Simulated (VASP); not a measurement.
Runs of VASP 6.6.1 on Rh. The structure is that of space group Fm-3m (No. 225), or close to it. The cells are those of the table. 

```tsv
cell	further INCAR settings	gap on the mesh (eV)	pressure (GPa)
a = 2.646, b = 2.674, c = 3.797 Å, 2 atoms	ALGO = Fast; EDIFF = 1e-06; NBANDS = 22	none	1.4
a = 2.619, b = 2.676, c = 3.813 Å, 2 atoms	ALGO = Fast; EDIFF = 1e-07; NBANDS = 22	none	3.3
a = 2.753, b = 2.666, c = 3.735 Å, 2 atoms	ALGO = Fast; EDIFF = 1e-06; NBANDS = 22	none	(a)
a = 2.619, b = 2.686, c = 3.799 Å, 2 atoms	ALGO = Fast; EDIFF = 1e-07; NBANDS = 22	none	3.3
```

Alike in all rows: task single point; level PBEsol; potentials or basis VASP PAW PBE potentials, release 64 (Rh_pv); no spin polarisation; k mesh 20 × 20 × 14; cutoff (eV) 520; smearing gaussian 0.1 eV.

**Question.** Fill in the values left out.

**Answer.** (a) -3.9.

Caveats: the PAW data sets were made with another functional, which shifts forces and pressure a little; the cell stands under pressure (at least some runs); the stress differs along the axes, from -6 to -0 GPa (at least some runs).

A k mesh can miss the band edges, and the runs leave out spin-orbit coupling on Rh.

A gap of «none» marks levels without a gap at the run's occupations.
